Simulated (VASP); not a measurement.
# Al12Cl in VASP: a series of runs

Runs on Al12Cl. Level: PBE. Tasks: single point.

All numbers are computed with VASP 6.6.1; they aren't measurements. Logs are shortened: lines on timing, memory, paths and dates and some standing lists are left out, and cuts for length are marked.

**1. The cell of the first run**

The cell holds a slab with vacuum, 13 atoms: a = 5.714 Å, b = 5.714 Å, c = 20.102 Å, α = 90.00°, β = 90.00°, γ = 120.00°.

**2. Single point, PBE**

INCAR

```
ALGO = Normal ; DIPOL = 0.5 0.5 0.330
EDIFF = 1E-6 ; ENCUT = 520
GGA = PE ; IDIPOL = 3
ISIF = 2 ; ISMEAR = 0
LASPH = T ; LCHARG = F
LDIPOL = T ; LREAL = F
LWAVE = F ; NBANDS = 34
NELM = 80 ; PREC = Accurate
SIGMA = 0.1
```

KPOINTS

```
k-points
0
Gamma
  6 6 1
```

POSCAR

```
Al12Cl
1.0
    5.7143028096      0.0000000000      0.0000000000
   -2.8571514048      4.9487313980      0.0000000000
    0.0000000000      0.0000000000     20.1016424764
Al Cl
12 1
Direct
    0.3333333333      0.1666666667      0.1989887147
    0.3333333333      0.6666666667      0.1989887147
    0.8333333333      0.1666666667      0.1989887147
    0.8333333333      0.6666666667      0.1989887147
    0.1666666667      0.3333333333      0.3134533099
    0.1666666667      0.8333333333      0.3134533099
    0.6666666667      0.3333333333      0.3134533099
    0.6666666667      0.8333333333      0.3134533099
    0.0000000000      0.0000000000      0.4279074452
    0.0000000000      0.5000000000      0.4279074452
    0.5000000000      0.0000000000      0.4279074452
    0.5000000000      0.5000000000      0.4279074452
    0.0000000000      0.1666666667      0.5345073986
```

Potentials or basis: VASP PAW PBE potentials, release 64 (Al, Cl).

Launch:

```bash
$ cat potpaw_PBE.64/Al/POTCAR potpaw_PBE.64/Cl/POTCAR > POTCAR
$ mpirun -np 1 vasp_std > vasp.out
```

OUTCAR:

```text
EDIFF = 1E-6
   ENCUT = 520
   GGA = PE
   ISIF = 2
   ISMEAR = 0
   LASPH = T
   LREAL = F
   NELM = 80
   PREC = Accurate

 ion  position               nearest neighbor table
   1  0.333  0.167  0.199-   5 2.83   6 2.83   7 2.83   4 2.86   2 2.86   2 2.86   4 2.86   3 2.86
                             3 2.86
   2  0.333  0.667  0.199-   6 2.83   5 2.83   8 2.83   3 2.86   1 2.86   1 2.86   3 2.86   4 2.86
                             4 2.86
   3  0.833  0.167  0.199-   7 2.83   8 2.83   5 2.83   4 2.86   2 2.86   4 2.86   2 2.86   1 2.86
                             1 2.86
   4  0.833  0.667  0.199-   8 2.83   7 2.83   6 2.83   3 2.86   1 2.86   3 2.86   1 2.86   2 2.86
                             2 2.86
   5  0.167  0.333  0.313-   9 2.83  12 2.83  10 2.83   1 2.83   2 2.83   3 2.83   8 2.86   6 2.86
                             6 2.86   8 2.86   7 2.86   7 2.86
   6  0.167  0.833  0.313-  10 2.83  11 2.83   9 2.83   2 2.83   1 2.83   4 2.83   7 2.86   5 2.86
                             5 2.86   7 2.86   8 2.86   8 2.86
   7  0.667  0.333  0.313-  11 2.83  10 2.83  12 2.83   3 2.83   4 2.83   1 2.83   8 2.86   6 2.86
                             8 2.86   6 2.86   5 2.86   5 2.86
   8  0.667  0.833  0.313-  12 2.83   9 2.83  11 2.83   4 2.83   3 2.83   2 2.83   7 2.86   5 2.86
                             7 2.86   5 2.86   6 2.86   6 2.86
   9  0.000  0.000  0.428-  13 2.34   5 2.83   8 2.83   6 2.83  12 2.86  10 2.86  10 2.86  12 2.86
                            11 2.86  11 2.86
  10  0.000  0.500  0.428-   6 2.83   7 2.83   5 2.83   9 2.86  11 2.86   9 2.86  11 2.86  12 2.86
                            12 2.86  13 2.87
  11  0.500  0.000  0.428-   7 2.83   6 2.83   8 2.83  10 2.86  12 2.86  12 2.86  10 2.86   9 2.86
                             9 2.86
  12  0.500  0.500  0.428-   8 2.83   5 2.83   7 2.83   9 2.86  11 2.86  11 2.86   9 2.86  10 2.86
                            10 2.86
  13  0.000  0.167  0.535-   9 2.34  10 2.87

  LATTYP: Found a hexagonal cell.
 ALAT       =     5.7143028096
 C/A-ratio  =     3.5177769093

  Lattice vectors:

 A1 = (   5.7143028096,   0.0000000000,   0.0000000000)
 A2 = (  -2.8571514048,   4.9487313980,   0.0000000000)
 A3 = (   0.0000000000,   0.0000000000,  20.1016424764)

Analysis of symmetry for initial positions (statically):
=====================================================================
 Subroutine PRICEL returns:
 Original cell was already a primitive cell.

 Routine SETGRP: Setting up the symmetry group for a
 hexagonal supercell.

 Subroutine GETGRP returns: Found  1 space group operations
 (whereof  1 operations were pure point group operations)
 out of a pool of 24 trial point group operations.

The static configuration has the point symmetry C_1 .

Analysis of symmetry for dynamics (positions and initial velocities):
=====================================================================
 Subroutine PRICEL returns:
 Original cell was already a primitive cell.

 Routine SETGRP: Setting up the symmetry group for a
 hexagonal supercell.

 Subroutine GETGRP returns: Found  1 space group operations
 (whereof  1 operations were pure point group operations)
 out of a pool of 24 trial point group operations.

The dynamic configuration has the point symmetry C_1 .

 Subroutine INISYM returns: Found  1 space group operations
 (whereof  1 operations are pure point group operations),
 and found     1 'primitive' translations

----------------------------------------------------------------------------------------

                                     Primitive cell

  volume of cell :     568.4453

  direct lattice vectors                    reciprocal lattice vectors
     5.714302810  0.000000000  0.000000000     0.174999476  0.101035995  0.000000000
    -2.857151405  4.948731398  0.000000000     0.000000000  0.202071990  0.000000000
     0.000000000  0.000000000 20.101642476     0.000000000  0.000000000  0.049747179

  length of vectors
     5.714302810  5.714302810 20.101642476     0.202071990  0.202071990  0.049747179

  position of ions in fractional coordinates (direct lattice)
     0.333333333  0.166666667  0.198988715
     0.333333333  0.666666667  0.198988715
     0.833333333  0.166666667  0.198988715
     0.833333333  0.666666667  0.198988715
     0.166666667  0.333333333  0.313453310
     0.166666667  0.833333333  0.313453310
     0.666666667  0.333333333  0.313453310
[... 45 lines left out ...]
 ===========================================

 Found     20 irreducible k-points:

 Following reciprocal coordinates:
            Coordinates               Weight
  0.000000  0.000000  0.000000      1.000000
  0.166667  0.000000  0.000000      2.000000
  0.000000  0.166667  0.000000      2.000000
 -0.166667  0.166667  0.000000      2.000000
  0.333333  0.000000  0.000000      2.000000
  0.000000  0.333333  0.000000      2.000000
[... 12 lines left out ...]
  0.500000 -0.166667  0.000000      2.000000
  0.333333  0.333333  0.000000      2.000000
   k-points           NKPTS =     20   k-points in BZ     NKDIM =     20   number of bands    NBANDS=     34
   number of dos      NEDOS =    301   number of ions     NIONS =     13
   total plane-waves  NPLWV = 264600
   dimension x,y,z NGX =    42 NGY =   42 NGZ =  150
   dimension x,y,z NGXF=    84 NGYF=   84 NGZF=  300
   ions per type =              12   1
   NGX,Y,Z   is equivalent  to a cutoff of  12.22, 12.22, 12.41 a.u.
   NGXF,Y,Z  is equivalent  to a cutoff of  24.44, 24.44, 24.81 a.u.
 SYSTEM =  unknown system
   PREC   = accura    normal or accurate (medium, high low for compatibility)
   ISTART =      0    job   : 0-new  1-cont  2-samecut
   ICHARG =      2    charge: 1-file 2-atom 10-const
   ISPIN  =      1    spin polarized calculation?
   LNONCOLLINEAR =      F non collinear calculations
   LSORBIT =      F    spin-orbit coupling
   LASPH  =      T    aspherical Exc in radial PAW
   ENCUT  =  520.0 eV  38.22 Ry    6.18 a.u.  10.62 10.62 37.38*2*pi/ulx,y,z
   NELM   =     80;   NELMIN=  2; NELMDL= -5     # of ELM steps
   EDIFF  = 0.1E-05   stopping-criterion for ELM
   LREAL  =      F    real-space projection
   EDIFFG = 0.1E-04   stopping-criterion for IOM
   NSW    =      0    number of steps for IOM
   IBRION =     -1    ionic relax: 0-MD 1-quasi-New 2-CG
   NFREE  =      0    steps in history (QN), initial steepest desc. (CG)
   ISIF   =      2    stress and relaxation
   ISYM   =      2    0-nonsym 1-usesym 2-fastsym
   POTIM  = 0.5000    time-step for ionic-motion
   TEBEG  =    0.0;   TEEND  =   0.0 temperature during run
   PSTRESS=    0.0 pullay stress
   NELECT =      43.0000    total number of electrons
   NUPDOWN=      -1.0000    fix difference up-down
   EMIN   =  10.00;   EMAX   =-10.00  energy-range for DOS
   EFERMI =   0.00;   METHOD = LEGACY
   ISMEAR =     0;   SIGMA  =   0.10  broadening in eV -4-tet -1-fermi 0-gaus
   EFERMI_NEDOS =   21; number of points for ismear=-14 and -15
   IALGO  =     38    algorithm
   IMIX   =      4    mixing-type and parameters
     AMIX     =   0.40;   BMIX     =  1.00
     AMIX_MAG =   1.60;   BMIX_MAG =  1.00
  volume/ion in A,a.u.               =      43.73       295.08
  Fermi-wavevector in a.u.,A,eV,Ry     =   0.692364  1.308379  6.522205  0.479369
  Thomas-Fermi vector in A             =   1.774276
   LORBIT       =      0    0 simple, 1 ext, 2 COOP (PROOUT), +10 PAW based schemes
   GGA     = PE    functional components
   LHFCALC =     F    Hartree Fock is set to
   AEXX    =    0.0000 exact exchange contribution
   IVDW    =     0    specifies the selected vdW correction
   LEPSILON=     F    determine dielectric tensor
   LRPA    =     F    only Hartree local field effects (RPA)
 non-spin polarized calculation
 Gauss-broadening in eV      SIGMA  =   0.10
  energy-cutoff  :      520.00
  volume of cell :      568.45
 maximum number of plane-waves:     15351
   NGX = 21   NGY = 21   NGZ = 75

 dipolmoment           0.000000      0.000000     -0.087296 electrons x Angstroem

 number of electron      43.0000002 magnetization

 dipolmoment           0.000000      0.000000      0.157517 electrons x Angstroem

 Free energy of the ion-electron system (eV)
  ---------------------------------------------------
  ext. energy  EPLUGINS =         0.00000000
  ---------------------------------------------------
  free energy    TOTEN  =       -45.64721779 eV

  energy without entropy =      -45.61130564  energy(sigma->0) =      -45.62926171

 E-fermi :   0.2916     XC(G=0):  -4.7636

 val. band max:        0.2865060954   @ k =   0.3333   0.1667   0.0000
 cond. band min:       0.2936970309   @ k =   0.5000  -0.1667   0.0000
 fundamental gap:      0.0071909356
 Fermi energy:         0.2915686682

 k-point     1 :       0.0000    0.0000    0.0000
  band No.  band energies     occupation
      1     -15.3830      2.00000
      2     -10.3421      2.00000
      3      -8.6422      2.00000
      4      -6.0859      2.00000
      5      -4.7824      2.00000
      6      -4.6187      2.00000
[... 709 lines left out ...]
     32       3.6045      0.00000
     33       3.6762      0.00000
 [bands above 33 left out]

------------------------ aborting loop because EDIFF is reached ----------------------------------------

 vacuum level on the upper side and lower side of the slab       (xc-potential included)         0.434        -0.514

  FORCE on cell =-STRESS in cart. coord.  units (eV):
  Direction    XX          YY          ZZ          XY          YZ          ZX
  --------------------------------------------------------------------------------------
  -------------------------------------------------------------------------------------
  Total       -2.5256128     -2.9682822      0.6068077      0.4152273     -0.3677036      0.0075973
  in kB       -7.1185030     -8.3661779      1.7103027      1.1703286     -1.0363819      0.0214133
  external PRESSURE =      -4.5914594 kB  Pullay stress =       0.0000000 kB

 VOLUME and BASIS-vectors are now :
 -----------------------------------------------------------------------------
  energy-cutoff  :      520.00
  volume of cell :      568.45
      direct lattice vectors                 reciprocal lattice vectors
     5.714302810  0.000000000  0.000000000     0.174999476  0.101035995  0.000000000
    -2.857151405  4.948731398  0.000000000     0.000000000  0.202071990  0.000000000
     0.000000000  0.000000000 20.101642476     0.000000000  0.000000000  0.049747179

 POSITION                                       TOTAL-FORCE (eV/Angst)
 -----------------------------------------------------------------------------------
      1.42858      0.82479      4.00000         0.074564      0.004795     -0.056169
     -0.00000      3.29915      4.00000         0.013506      0.050194     -0.052094
      4.28573      0.82479      4.00000        -0.083948     -0.012672      0.002796
      2.85715      3.29915      4.00000        -0.023480     -0.037828     -0.089272
      0.00000      1.64958      6.30093         0.000930      0.053225      0.205572
     -1.42858      4.12394      6.30093         0.087933     -0.019000     -0.076609
      2.85715      1.64958      6.30093        -0.008785      0.045020     -0.062521
      1.42858      4.12394      6.30093        -0.038269     -0.025003      0.038605
      0.00000      0.00000      8.60164         0.124996     -0.128533      0.553799
     -1.42858      2.47437      8.60164        -0.102559      0.195109      0.009249
      2.85715      0.00000      8.60164        -0.260318     -0.108296     -0.253232
      1.42858      2.47437      8.60164         0.208619      0.086651     -0.206270
     -0.47619      0.82479     10.74448         0.006810     -0.103662     -0.013856
 -----------------------------------------------------------------------------------
    total drift:                                0.000016     -0.000027      0.000255

  FREE ENERGIE OF THE ION-ELECTRON SYSTEM (eV)
  ---------------------------------------------------
  free  energy   TOTEN  =       -45.6472177859 eV

  energy  without entropy=      -45.6113056416  energy(sigma->0) =      -45.62926171

 vacuum level on the upper side and lower side of the slab         5.208         4.203
```

It took 28 min on 1 thread of Intel Xeon 8259CL, shared host; peak memory 0.73 GiB.

Results:

```
Free energy            : -45.6472 eV
Largest force          : 0.582 eV/Å
Band gap on the k mesh : zero (an odd number of electrons rules out a gap without spin polarisation)
```

Forces on the atoms (eV/Å):
```
Al   0.075  0.005 -0.056
Al   0.014  0.050 -0.052
Al  -0.084 -0.013  0.003
Al  -0.023 -0.038 -0.089
Al   0.001  0.053  0.206
Al   0.088 -0.019 -0.077
Al  -0.009  0.045 -0.063
Al  -0.038 -0.025  0.039
Al   0.125 -0.129  0.554
Al  -0.103  0.195  0.009
Al  -0.260 -0.108 -0.253
Al   0.209  0.087 -0.206
Cl   0.007 -0.104 -0.014
```

Levels at points of the mesh, in eV from the Fermi level:
```csv
k point,band 19,band 20,band 21,band 22,band 23,band 24,band 25,band 26
"(0.00, 0.00, 0.00)",-2.56,-2.16,-0.46,-0.32,-0.29,-0.11,0.05,0.15
"(0.50, 0.00, 0.00)",-0.56,-0.48,-0.24,-0.22,0.87,0.91,1.36,1.45
"(0.00, 0.50, 0.00)",-0.56,-0.52,-0.27,-0.19,0.87,0.92,1.39,1.47
"(0.50, 0.50, 0.00)",-0.56,-0.54,-0.29,-0.11,0.86,0.98,1.41,1.49
```

(Continued in part 2 of 2.)

The gap in the log of VASP goes by the Fermi energy; the results here count the filled bands.